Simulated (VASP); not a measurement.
**H2CO: single point with PBE+D3(BJ)**

H2CO:

```
O C H
1.0
     7.87299    0.00000    0.00000
     0.00000    7.87299    0.00000
     0.00000    0.00000    7.87299
O C H
8 8 16
Cartesian
  2.3141 3.1415 2.9752
  5.8746 7.5250 1.7779
  2.9642 4.7358 6.5598
  0.0705 2.2631 5.2630
  4.2803 1.2579 6.2084
  7.4125 6.7395 6.0251
  7.3696 3.4348 1.1212
  2.4579 6.4582 2.7913
  2.9365 2.1152 3.2112
  6.1147 6.3105 1.7906
  2.3903 5.2379 5.6346
  0.0489 1.4307 4.3520
  4.9758 1.7154 7.0600
  6.2824 6.8263 5.5790
  8.1765 2.8499 0.4413
  2.7871 6.4723 1.6229
  3.5657 1.6682 2.4504
  2.8832 1.6719 4.1791
  5.4611 5.5628 2.2459
  6.9966 5.8253 1.2068
  1.7003 6.0270 5.6548
  2.8462 5.0915 4.5926
  -0.5892 1.6639 3.5529
  0.5300 0.4712 4.2469
  5.1116 1.0867 7.9566
  5.3245 2.7393 7.1825
  5.5452 6.1804 6.0343
  5.9791 7.4703 4.7338
  9.0087 3.2822 -0.1698
  7.9074 1.8528 0.2107
  3.5546 7.0966 1.1757
  2.4236 5.7065 0.9328
```

* Program: VASP 6.6.1
* Task: single point
* Functional: PBE
* Dispersion: D3(BJ)
* Potentials or basis: VASP PAW PBE potentials, release 64 (O_h, C_h, H_h)
* Cutoff: 1000 eV
* k mesh: 1 × 1 × 1
* Occupations: fermi-dirac, width 0.02 eV
* Spin: no spin polarisation

```
Pressure                   : 1.5 GPa
Largest force              : 4.155 eV/Å
Band gap on the k mesh     : 2.49 eV
Dispersion energy per atom : -0.036 eV
```

Forces in eV/Å, atoms in the order of the input:
```
O    0.199 -0.347 -0.137
O    0.434 -1.750  0.287
O   -0.082 -0.720  1.744
O    0.660 -1.469 -0.343
O   -0.791 -0.256 -2.231
O    0.022  0.534 -0.328
O    0.014  1.212  0.753
O    0.058  0.800 -0.006
C   -0.728  1.618 -0.644
C    1.073  1.139 -1.586
C    3.010 -0.309 -2.847
C   -0.494  2.034  1.643
C   -0.276 -0.354  2.412
C    0.878 -0.509  0.419
C   -0.377  0.656 -1.055
C   -0.252 -1.283  0.295
H    0.598 -0.549 -0.561
H    0.098 -0.814  1.256
H   -0.482 -0.197  0.560
H   -0.808  0.768  0.775
H   -1.974  1.195  0.608
H   -0.841 -0.280  0.544
H   -1.239  0.336 -1.972
H    1.013 -0.767  0.689
H    0.712 -0.125  0.451
H    0.348  0.796 -0.652
H   -1.134 -0.334  0.105
H    0.041  0.196 -0.122
H    0.055  0.258  0.669
H    0.299 -2.150 -0.385
H    0.466  1.025  0.074
H   -0.500 -0.353 -0.417
```

Stress tensor (GPa, compression positive):
```
 1.28  0.23  1.02
 0.23  1.18 -0.50
 1.02 -0.50  1.90
```

Levels at points of the mesh, in eV from the valence-band top:
| k point | band 46 | band 47 | band 48 | band 49 | band 50 | band 51 |
| --- | --- | --- | --- | --- | --- | --- |
| (0.00, 0.00, 0.00) | -0.31 | -0.25 | 0.00 | 2.49 | 2.84 | 2.95 |

Run time: 2.4 min on 1 thread of Intel(R) Xeon(R) Platinum 8488C (Sapphire Rapids), on a shared host, peak memory 1 GiB.

Caveat: the k points lie up to 0.80 Å⁻¹ apart; the atoms stand as in a frame of molecular dynamics.
